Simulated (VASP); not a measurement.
# CuO (P4_2/mmc) in VASP: further runs

Aim: see how the results for CuO move with the level of theory and the settings. Levels: PBE+U, PBE, LDA. Tasks: single point.

All numbers are computed with VASP 6.6.1; they aren't measurements. Logs are shortened: lines on timing, memory, paths and dates and some standing lists are left out, and cuts for length are marked.

## 1. The cell of the first run

It takes space group P4_2/mmc (No. 131, tetragonal). The conventional cell has a = 3.422 Å, b = 3.422 Å, c = 4.260 Å, α = 90.00°, β = 90.00°, γ = 90.00°. Cu (site symmetry mmm) has 4 O at 2.02 Å within 2.7 Å. Within 2.7 Å of O (site symmetry -4m2) lie 4 Cu at 2.02 Å and 2 O at 2.13 Å.

## 2. Single point, PBE+U

File INCAR:

```
ALGO = Normal
EDIFF = 1E-6
ENCUT = 520
GGA = PE
ISIF = 2
ISMEAR = -1
LASPH = True
LCHARG = False
LDAU = True
LDAUJ = 0 0
LDAUL = 2 -1
LDAUPRINT = 1
LDAUTYPE = 2
LDAUU = 6 0
LMAXMIX = 4
LREAL = False
LWAVE = False
NBANDS = 25
NELM = 150
PREC = Accurate
SIGMA = 0.05
```

File KPOINTS:

```
k-points
0
Gamma
  8 8 6
```

File POSCAR:

```
CuO
1.0
    3.4220509700      0.0000000000      0.0000000000
    0.0000000000      3.4220509700      0.0000000000
    0.0000000000      0.0000000000      4.2604614800
Cu O
2 2
Direct
    0.0000000000      0.5000000000      0.0000000000
    0.5000000000      0.0000000000      0.5000000000
    0.0000000000      0.0000000000      0.2500000000
    0.0000000000      0.0000000000      0.7500000000
```

Potentials or basis: VASP PAW PBE potentials, release 64 (Cu, O).

Launch:

```
$ cat potpaw_PBE.64/Cu/POTCAR potpaw_PBE.64/O/POTCAR > POTCAR
$ mpirun -np 1 vasp_std > vasp.out
```

OUTCAR:

```text
EDIFF = 1E-6
   ENCUT = 520
   GGA = PE
   ISIF = 2
   ISMEAR = -1
   LASPH = True
   LREAL = False
   NELM = 150
   PREC = Accurate

 ion  position               nearest neighbor table
   1  0.000  0.500  0.000-   3 2.02   4 2.02   3 2.02   4 2.02
   2  0.500  0.000  0.500-   3 2.02   4 2.02   3 2.02   4 2.02
   3  0.000  0.000  0.250-   1 2.02   2 2.02   1 2.02   2 2.02
   4  0.000  0.000  0.750-   1 2.02   2 2.02   1 2.02   2 2.02

  LATTYP: Found a simple tetragonal cell.
 ALAT       =     3.4220509700
 C/A-ratio  =     1.2450023443

  Lattice vectors:

 A1 = (   3.4220509700,   0.0000000000,   0.0000000000)
 A2 = (   0.0000000000,   3.4220509700,   0.0000000000)
 A3 = (   0.0000000000,   0.0000000000,   4.2604614800)

Analysis of symmetry for initial positions (statically):
=====================================================================
 Subroutine PRICEL returns:
 Original cell was already a primitive cell.

 Routine SETGRP: Setting up the symmetry group for a
 simple tetragonal supercell.

 Subroutine GETGRP returns: Found 16 space group operations
 (whereof  8 operations were pure point group operations)
 out of a pool of 16 trial point group operations.

The static configuration has the point symmetry D_2h.
 The point group associated with its full space group is D_4h.

Analysis of symmetry for dynamics (positions and initial velocities):
=====================================================================
 Subroutine PRICEL returns:
 Original cell was already a primitive cell.

 Routine SETGRP: Setting up the symmetry group for a
 simple tetragonal supercell.

 Subroutine GETGRP returns: Found 16 space group operations
 (whereof  8 operations were pure point group operations)
 out of a pool of 16 trial point group operations.

The dynamic configuration has the point symmetry D_2h.
 The point group associated with its full space group is D_4h.

 Subroutine INISYM returns: Found 16 space group operations
 (whereof  8 operations are pure point group operations),
 and found     1 'primitive' translations

----------------------------------------------------------------------------------------

                                     Primitive cell

  volume of cell :      49.8918

  direct lattice vectors                    reciprocal lattice vectors
     3.422050970  0.000000000  0.000000000     0.292222415  0.000000000  0.000000000
     0.000000000  3.422050970  0.000000000     0.000000000  0.292222415  0.000000000
     0.000000000  0.000000000  4.260461480     0.000000000  0.000000000  0.234716358

  length of vectors
     3.422050970  3.422050970  4.260461480     0.292222415  0.292222415  0.234716358

  position of ions in fractional coordinates (direct lattice)
     0.000000000  0.500000000  0.000000000
     0.500000000  0.000000000  0.500000000
     0.000000000  0.000000000  0.250000000
     0.000000000  0.000000000  0.750000000

  ion indices of the primitive-cell ions
   primitive index   ion index
                 1           1
                 2           2
                 3           3
                 4           4

----------------------------------------------------------------------------------------

 KPOINTS: k-points

Automatic generation of k-mesh.
 Grid dimensions read from file:
 generate k-points for:    8    8    6
[... 93 lines left out ...]
   GGA     = PE    functional components
   LHFCALC =     F    Hartree Fock is set to
   AEXX    =    0.0000 exact exchange contribution
   IVDW    =     0    specifies the selected vdW correction
   LEPSILON=     F    determine dielectric tensor
   LRPA    =     F    only Hartree local field effects (RPA)
 non-spin polarized calculation
  energy-cutoff  :      520.00
  volume of cell :       49.89
 maximum number of plane-waves:      1360
 NGX is ok and might be reduce to    28
   NGX = 13   NGY = 13   NGZ = 15

atom =   1  type =  1  l = 2

 onsite density matrix

spin component  1

  0.9671  0.0000 -0.0000  0.0000  0.0000
  0.0000  0.8550  0.0000  0.0000  0.0000
 -0.0000  0.0000  0.9675  0.0000  0.0032
  0.0000  0.0000  0.0000  0.9636  0.0000
  0.0000  0.0000  0.0032  0.0000  0.9349

spin component  2

  0.9671  0.0000 -0.0000  0.0000  0.0000
  0.0000  0.8550  0.0000  0.0000  0.0000
 -0.0000  0.0000  0.9675  0.0000  0.0032
  0.0000  0.0000  0.0000  0.9636  0.0000
  0.0000  0.0000  0.0032  0.0000  0.9349

 occupancies and eigenvectors

  o =  0.8550  v =  0.0000  1.0000 -0.0000  0.0000  0.0000  0.0000  0.0000  0.0000  0.0000  0.0000      0.0000  0.0000  0.0000  0.0000  0.0000  0.0000  0.0000  0.0000  0.0000  0.0000
  o =  0.8550  v =  0.0000  0.0000  0.0000  0.0000  0.0000  0.0000  1.0000 -0.0000  0.0000  0.0000      0.0000  0.0000  0.0000  0.0000  0.0000  0.0000  0.0000  0.0000  0.0000  0.0000
  o =  0.9346  v =  0.0000  0.0000 -0.0962  0.0000  0.9954  0.0000  0.0000  0.0000  0.0000  0.0000      0.0000  0.0000  0.0000  0.0000  0.0000  0.0000  0.0000  0.0000  0.0000  0.0000
  o =  0.9346  v =  0.0000  0.0000  0.0000  0.0000  0.0000  0.0000  0.0000 -0.0962  0.0000  0.9954      0.0000  0.0000  0.0000  0.0000  0.0000  0.0000  0.0000  0.0000  0.0000  0.0000
  o =  0.9636  v =  0.0000  0.0000  0.0000 -1.0000  0.0000  0.0000  0.0000  0.0000  0.0000  0.0000      0.0000  0.0000  0.0000  0.0000  0.0000  0.0000  0.0000  0.0000  0.0000  0.0000
  o =  0.9636  v =  0.0000  0.0000  0.0000  0.0000  0.0000  0.0000  0.0000  0.0000 -1.0000  0.0000      0.0000  0.0000  0.0000  0.0000  0.0000  0.0000  0.0000  0.0000  0.0000  0.0000
  o =  0.9671  v =  1.0000  0.0000  0.0000  0.0000  0.0000  0.0000  0.0000  0.0000  0.0000  0.0000      0.0000  0.0000  0.0000  0.0000  0.0000  0.0000  0.0000  0.0000  0.0000  0.0000
  o =  0.9671  v =  0.0000  0.0000  0.0000  0.0000  0.0000  1.0000  0.0000  0.0000  0.0000  0.0000      0.0000  0.0000  0.0000  0.0000  0.0000  0.0000  0.0000  0.0000  0.0000  0.0000
  o =  0.9678  v =  0.0000 -0.0000 -0.9954  0.0000 -0.0962  0.0000  0.0000  0.0000  0.0000  0.0000      0.0000  0.0000  0.0000  0.0000  0.0000  0.0000  0.0000  0.0000  0.0000  0.0000
  o =  0.9678  v =  0.0000  0.0000  0.0000  0.0000  0.0000  0.0000 -0.0000 -0.9954  0.0000 -0.0962      0.0000  0.0000  0.0000  0.0000  0.0000  0.0000  0.0000  0.0000  0.0000  0.0000

atom =   2  type =  1  l = 2

 onsite density matrix

spin component  1

  0.9671  0.0000 -0.0000  0.0000 -0.0000
  0.0000  0.9636  0.0000  0.0000  0.0000
 -0.0000  0.0000  0.9675  0.0000 -0.0032
  0.0000  0.0000  0.0000  0.8550  0.0000
 -0.0000  0.0000 -0.0032  0.0000  0.9349

spin component  2

  0.9671  0.0000 -0.0000  0.0000 -0.0000
  0.0000  0.9636  0.0000  0.0000  0.0000
 -0.0000  0.0000  0.9675  0.0000 -0.0032
  0.0000  0.0000  0.0000  0.8550  0.0000
 -0.0000  0.0000 -0.0032  0.0000  0.9349

 occupancies and eigenvectors

  o =  0.8550  v =  0.0000 -0.0000  0.0000 -1.0000 -0.0000  0.0000  0.0000  0.0000  0.0000  0.0000      0.0000  0.0000  0.0000  0.0000  0.0000  0.0000  0.0000  0.0000  0.0000  0.0000
  o =  0.8550  v =  0.0000  0.0000  0.0000  0.0000  0.0000  0.0000 -0.0000  0.0000 -1.0000 -0.0000      0.0000  0.0000  0.0000  0.0000  0.0000  0.0000  0.0000  0.0000  0.0000  0.0000
  o =  0.9346  v =  0.0000  0.0000 -0.0962  0.0000 -0.9954  0.0000  0.0000  0.0000  0.0000  0.0000      0.0000  0.0000  0.0000  0.0000  0.0000  0.0000  0.0000  0.0000  0.0000  0.0000
  o =  0.9346  v =  0.0000  0.0000  0.0000  0.0000  0.0000  0.0000  0.0000 -0.0962  0.0000 -0.9954      0.0000  0.0000  0.0000  0.0000  0.0000  0.0000  0.0000  0.0000  0.0000  0.0000
  o =  0.9636  v =  0.0000 -1.0000  0.0000  0.0000 -0.0000  0.0000  0.0000  0.0000  0.0000  0.0000      0.0000  0.0000  0.0000  0.0000  0.0000  0.0000  0.0000  0.0000  0.0000  0.0000
  o =  0.9636  v =  0.0000  0.0000  0.0000  0.0000  0.0000  0.0000 -1.0000  0.0000  0.0000 -0.0000      0.0000  0.0000  0.0000  0.0000  0.0000  0.0000  0.0000  0.0000  0.0000  0.0000
  o =  0.9671  v =  1.0000  0.0000  0.0000  0.0000  0.0000  0.0000  0.0000  0.0000  0.0000  0.0000      0.0000  0.0000  0.0000  0.0000  0.0000  0.0000  0.0000  0.0000  0.0000  0.0000
  o =  0.9671  v =  0.0000  0.0000  0.0000  0.0000  0.0000  1.0000  0.0000  0.0000  0.0000  0.0000      0.0000  0.0000  0.0000  0.0000  0.0000  0.0000  0.0000  0.0000  0.0000  0.0000
  o =  0.9678  v =  0.0000  0.0000  0.0000  0.0000  0.0000  0.0000 -0.0000 -0.9954  0.0000  0.0962      0.0000  0.0000  0.0000  0.0000  0.0000  0.0000  0.0000  0.0000  0.0000  0.0000
  o =  0.9678  v =  0.0000 -0.0000 -0.9954  0.0000  0.0962  0.0000  0.0000  0.0000  0.0000  0.0000      0.0000  0.0000  0.0000  0.0000  0.0000  0.0000  0.0000  0.0000  0.0000  0.0000

 number of electron      34.0000008 magnetization

 Free energy of the ion-electron system (eV)
  ---------------------------------------------------
  ext. energy  EPLUGINS =         0.00000000
  ---------------------------------------------------
  free energy    TOTEN  =       -14.37974513 eV

  energy without entropy =      -14.35781715  energy(sigma->0) =      -14.36878114

 E-fermi :   3.4720     XC(G=0): -10.5106

 val. band max:        3.4497579611   @ k =   0.1250   0.0000   0.5000
 cond. band min:       3.4974385401   @ k =   0.5000   0.1250   0.5000
 fundamental gap:      0.0476805790
 Fermi energy:         3.4720418342

 k-point     1 :       0.0000    0.0000    0.0000
  band No.  band energies     occupation
      1     -16.2556      2.00000
      2     -13.4575      2.00000
      3      -4.3539      2.00000
      4      -1.9283      2.00000
      5      -1.9283      2.00000
      6      -0.7974      2.00000
[... 661 lines left out ...]
     24      15.1855      0.00000
     25      18.1123      0.00000

 [... further k-points ...]

------------------------ aborting loop because EDIFF is reached ----------------------------------------

  FORCE on cell =-STRESS in cart. coord.  units (eV):
  Direction    XX          YY          ZZ          XY          YZ          ZX
  --------------------------------------------------------------------------------------
  -------------------------------------------------------------------------------------
  Total       -4.2301861     -4.2301861      5.1754409      0.0000000      0.0000000      0.0000000
  in kB     -135.8440026   -135.8440026    166.1989778      0.0000000      0.0000000      0.0000000
  external PRESSURE =     -35.1630092 kB  Pullay stress =       0.0000000 kB

 VOLUME and BASIS-vectors are now :
 -----------------------------------------------------------------------------
  energy-cutoff  :      520.00
  volume of cell :       49.89
      direct lattice vectors                 reciprocal lattice vectors
     3.422050970  0.000000000  0.000000000     0.292222415  0.000000000  0.000000000
     0.000000000  3.422050970  0.000000000     0.000000000  0.292222415  0.000000000
     0.000000000  0.000000000  4.260461480     0.000000000  0.000000000  0.234716358

 POSITION                                       TOTAL-FORCE (eV/Angst)
 -----------------------------------------------------------------------------------
      0.00000      1.71103      0.00000        -0.000000      0.000000     -0.000000
      1.71103      0.00000      2.13023        -0.000000      0.000000     -0.000000
      0.00000      0.00000      1.06512         0.000000     -0.000000      0.000000
      0.00000      0.00000      3.19535        -0.000000      0.000000     -0.000000
 -----------------------------------------------------------------------------------
    total drift:                                0.000000      0.000000      0.000000

  FREE ENERGIE OF THE ION-ELECTRON SYSTEM (eV)
  ---------------------------------------------------
  free  energy   TOTEN  =       -14.3797451330 eV

  energy  without entropy=      -14.3578171499  energy(sigma->0) =      -14.36878114
```

Wall time 1.7 min (1 thread of AMD EPYC 7R13, shared host); peak memory 0.17 GiB.

Results:

```
Free energy            : -14.3797 eV
Pressure               : -3.5 GPa
Band gap on the k mesh : zero (bands 17 and 18 overlap by 1.87 eV)
```

Eigenvalues of the final occupation matrices:
```
    site  spin  trace               eigenvalues
site 1 d     1   4.69  0.85 0.93 0.96 0.97 0.97
site 1 d     2   4.69  0.85 0.93 0.96 0.97 0.97
site 2 d     1   4.69  0.85 0.93 0.96 0.97 0.97
site 2 d     2   4.69  0.85 0.93 0.96 0.97 0.97
```

Caveat: the stress differs along the axes, from -14 to 17 GPa; U without spin polarisation on a metal has little footing.

## 3. Single point, PBE+U

File INCAR:

```
  PREC = Accurate
  ENCUT = 520
  EDIFF = 1E-7
  ISMEAR = -1
  SIGMA = 0.05
  LREAL = F
  LASPH = T
  NELM = 150
  ALGO = Normal
  ISIF = 2
  LWAVE = F
  LCHARG = F
  LMAXMIX = 4
  LDAU = T
  LDAUTYPE = 2
  LDAUL = 2 -1
  LDAUU = 8 0
  LDAUJ = 0 0
  LDAUPRINT = 1
  GGA = PE
  NBANDS = 25
```

File KPOINTS:

```
regular mesh
0
Gamma
  8 8 6
```

POSCAR is that of step 2.

Potentials or basis: VASP PAW PBE potentials, release 64 (Cu, O).

Launch:

```
$ cat potpaw_PBE.64/Cu/POTCAR potpaw_PBE.64/O/POTCAR > POTCAR
$ mpirun -np 1 vasp_std > vasp.out
```

OUTCAR:

```text
PREC = Accurate
   ENCUT = 520
   EDIFF = 1E-7
   ISMEAR = -1
   LREAL = F
   LASPH = T
   NELM = 150
   ISIF = 2
   GGA = PE

 ion  position               nearest neighbor table
   1  0.000  0.500  0.000-   3 2.02   4 2.02   3 2.02   4 2.02
   2  0.500  0.000  0.500-   3 2.02   4 2.02   3 2.02   4 2.02
   3  0.000  0.000  0.250-   1 2.02   2 2.02   1 2.02   2 2.02
   4  0.000  0.000  0.750-   1 2.02   2 2.02   1 2.02   2 2.02

  LATTYP: Found a simple tetragonal cell.
 ALAT       =     3.4220509700
 C/A-ratio  =     1.2450023443

  Lattice vectors:

 A1 = (   3.4220509700,   0.0000000000,   0.0000000000)
 A2 = (   0.0000000000,   3.4220509700,   0.0000000000)
 A3 = (   0.0000000000,   0.0000000000,   4.2604614800)

Analysis of symmetry for initial positions (statically):
=====================================================================
 Subroutine PRICEL returns:
 Original cell was already a primitive cell.

 Routine SETGRP: Setting up the symmetry group for a
 simple tetragonal supercell.

 Subroutine GETGRP returns: Found 16 space group operations
[... 239 lines left out ...]
  energy without entropy =      -13.28382258  energy(sigma->0) =      -13.29586683

 E-fermi :   3.2534     XC(G=0): -10.4661

 val. band max:        3.2355988156   @ k =   0.5000   0.1250   0.5000
 cond. band min:       3.2874228328   @ k =   0.2500   0.1250   0.1667
 fundamental gap:      0.0518240171
 Fermi energy:         3.2533551288

 k-point     1 :       0.0000    0.0000    0.0000
  band No.  band energies     occupation
      1     -16.3410      2.00000
      2     -13.5351      2.00000
      3      -4.5765      2.00000
      4      -2.2554      2.00000
      5      -2.2554      2.00000
      6      -0.9998      2.00000
[... 661 lines left out ...]
     24      15.1538      0.00000
     25      18.1109      0.00000

 [... further k-points ...]

------------------------ aborting loop because EDIFF is reached ----------------------------------------

  FORCE on cell =-STRESS in cart. coord.  units (eV):
  Direction    XX          YY          ZZ          XY          YZ          ZX
  --------------------------------------------------------------------------------------
  -------------------------------------------------------------------------------------
  Total       -4.0897101     -4.0897101      4.5041270      0.0000000      0.0000000      0.0000000
  in kB     -131.3328950   -131.3328950    144.6410669      0.0000000      0.0000000      0.0000000
  external PRESSURE =     -39.3415743 kB  Pullay stress =       0.0000000 kB

 VOLUME and BASIS-vectors are now :
 -----------------------------------------------------------------------------
  energy-cutoff  :      520.00
  volume of cell :       49.89
      direct lattice vectors                 reciprocal lattice vectors
     3.422050970  0.000000000  0.000000000     0.292222415  0.000000000  0.000000000
     0.000000000  3.422050970  0.000000000     0.000000000  0.292222415  0.000000000
     0.000000000  0.000000000  4.260461480     0.000000000  0.000000000  0.234716358

 POSITION                                       TOTAL-FORCE (eV/Angst)
 -----------------------------------------------------------------------------------
      0.00000      1.71103      0.00000         0.000000      0.000000      0.000000
      1.71103      0.00000      2.13023         0.000000      0.000000      0.000000
      0.00000      0.00000      1.06512        -0.000000     -0.000000      0.000000
      0.00000      0.00000      3.19535         0.000000      0.000000      0.000000
 -----------------------------------------------------------------------------------
    total drift:                                0.000000      0.000000      0.000000

  FREE ENERGIE OF THE ION-ELECTRON SYSTEM (eV)
  ---------------------------------------------------
  free  energy   TOTEN  =       -13.3079110815 eV

  energy  without entropy=      -13.2838225788  energy(sigma->0) =      -13.29586683
```

stdout:

```text
POSCAR found type information on POSCAR CuO
 POSCAR found :  2 types and       4 ions
 scaLAPACK will be used
 LDA part: xc-table for (Slater+PW92), standard interpolation
 POSCAR, INCAR and KPOINTS ok, starting setup
 FFT: planning ... GRIDC
 FFT: planning ... GRID_SOFT
 FFT: planning ... GRID
 WAVECAR not read
 entering main loop
```

It took 94 s on 1 thread of AMD EPYC 7R13, shared host; peak memory 0.17 GiB.

What came out:

```
Free energy            : -13.3079 eV
Pressure               : -3.9 GPa
Band gap on the k mesh : zero (bands 17 and 18 overlap by 1.90 eV)
```

Levels at points of the mesh, in eV from the Fermi level:
| k point | band 14 | band 15 | band 16 | band 17 | band 18 | band 19 | band 20 | band 21 |
| --- | --- | --- | --- | --- | --- | --- | --- | --- |
| (0.00, 0.00, 0.00) | -3.63 | -2.07 | 0.63 | 0.63 | 0.76 | 0.87 | 7.06 | 8.15 |
| (0.50, 0.00, 0.00) | -2.61 | -2.51 | -2.31 | 0.55 | 1.28 | 4.34 | 4.91 | 7.35 |
| (0.50, 0.50, 0.00) | -2.89 | -2.36 | -2.35 | -2.35 | 1.60 | 1.77 | 8.68 | 8.68 |
| (0.00, 0.00, 0.50) | -2.60 | -1.92 | -1.92 | -0.11 | -0.11 | 2.72 | 2.72 | 10.72 |
| (0.50, 0.00, 0.50) | -2.79 | -2.74 | -2.73 | -0.87 | 0.29 | 4.71 | 5.66 | 6.80 |
| (0.50, 0.50, 0.50) | -2.58 | -2.35 | -2.35 | -1.26 | -1.26 | 4.32 | 4.32 | 9.18 |

Eigenvalues of the final occupation matrices:
```tsv
site	spin	trace	eigenvalues
site 1 d	1	4.73	0.87 0.94 0.97 0.97 0.97
site 1 d	2	4.73	0.87 0.94 0.97 0.97 0.97
site 2 d	1	4.73	0.87 0.94 0.97 0.97 0.97
site 2 d	2	4.73	0.87 0.94 0.97 0.97 0.97
```

Caveat: the stress differs along the axes, from -13 to 14 GPa; U without spin polarisation on a metal has little footing.

(Part 1 of 2 ends here.)

The gap in the log of VASP goes by the Fermi energy; the results here count the filled bands.